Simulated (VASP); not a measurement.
## N2: single point with LDA

N2, in a box:

```
CELL_PARAMETERS angstrom
9.00000 0.00000 0.00000
0.00000 9.50000 0.00000
0.00000 0.00000 10.00000
ATOMIC_POSITIONS crystal
N 0.50000 0.50000 0.44534
N 0.50000 0.50000 0.55466
```

```json
{
 "Program": "VASP 6.6.1",
 "Task": "single point",
 "Functional": "LDA",
 "Potentials or basis": "VASP PAW LDA potentials, release 64 (N_h)",
 "Cutoff": "1000 eV",
 "k mesh": "1 × 1 × 1",
 "Occupations": "gaussian, width 0.02 eV",
 "Spin": "no spin polarisation"
}
```

The largest force is 0.304 eV/Å and the gap between the frontier levels is 8.25 eV.

Forces on the atoms (eV/Å):
```
N    0.000  0.000 -0.304
N    0.000  0.000  0.304
```

Levels at points of the mesh, in eV from the valence-band top:
```tsv
k point	band 3	band 4	band 5	band 6	band 7	band 8
(0.00, 0.00, 0.00)	-1.52	-1.52	0.00	8.25	8.25	10.07
```

It took 52 s on 1 thread of Intel(R) Xeon(R) 6975P-C (Granite Rapids), with other jobs on the host, peak memory 0.96 GiB.
